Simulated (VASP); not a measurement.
SnO2:

```
Sn O
1.0
     1.61709    0.93363    4.80059
    -1.61709    0.93363    4.80059
     0.00000   -1.86726    4.80059
Sn O
1 2
Direct
  0.50000 0.50000 0.50000
  0.76283 0.76283 0.76283
  0.23717 0.23717 0.23717
```

```yaml
Program: VASP 6.6.1
Task: relaxation of cell and atoms
Functional: PBEsol
Potentials_or_basis: VASP PAW PBE potentials, release 64 (Sn_d, O)
Cutoff: 600 eV
k_mesh: 8 × 8 × 8
Occupations: fermi-dirac, width 0.05 eV
Spin: no spin polarisation
```

At the start: pressure -4.7 GPa; volume 14.50 Å³/atom.

**Question.** Where does the relaxation end?

**Answer.** Over 16 steps the energy falls by 12.3 meV/atom and the volume is 12.95 Å³/atom (-10.7 %); space group R-3m (No. 166, to 0.1 Å) before and after.

Step by step:
| step | energy change (eV) | largest force (eV/Å) | pressure (GPa) | volume (Å³) |
| --- | --- | --- | --- | --- |
| 1 | 0.0000 | 0.3481 | -4.72 | 43.49 |
| 2 | 0.0186 | 0.5982 | 7.09 | 40.85 |
| 3 | -0.0204 | 0.0237 | -0.15 | 42.35 |
| 4 | -0.0204 | 0.0313 | -0.04 | 42.32 |
| 5 | -0.0211 | 0.0486 | -0.10 | 42.24 |
| 6 | -0.0228 | 0.0995 | -0.13 | 41.99 |
| 7 | -0.0236 | 0.2004 | -0.23 | 41.49 |
| 8 | -0.0240 | 0.1984 | -0.24 | 41.44 |
| 9 | -0.0249 | 0.1939 | -0.32 | 41.29 |
| 10 | -0.0267 | 0.1840 | -0.38 | 41.01 |
| 11 | -0.0298 | 0.1655 | -0.58 | 40.43 |
| 12 | -0.0332 | 0.1267 | -0.70 | 39.27 |
| 13 | -0.0359 | 0.1122 | 0.37 | 38.91 |
| 14 | -0.0361 | 0.1063 | 0.76 | 38.78 |
| 15 | -0.0367 | 0.0495 | -0.29 | 38.87 |
| 16 | -0.0369 | 0.0010 | 0.07 | 38.84 |

Final structure:
```xyz
3
Lattice="1.6098 0.9294 4.3264 -1.6098 0.9294 4.3264 0.0000 -1.8588 4.3264" Properties=species:S:1:pos:R:3 pbc="T T T"
Sn    0.0000    0.0000    6.4897
O     0.0000    0.0000    9.8291
O     0.0000    0.0000    3.1502
```

Caveat: the PAW data sets were made with another functional, which shifts forces and pressure a little.
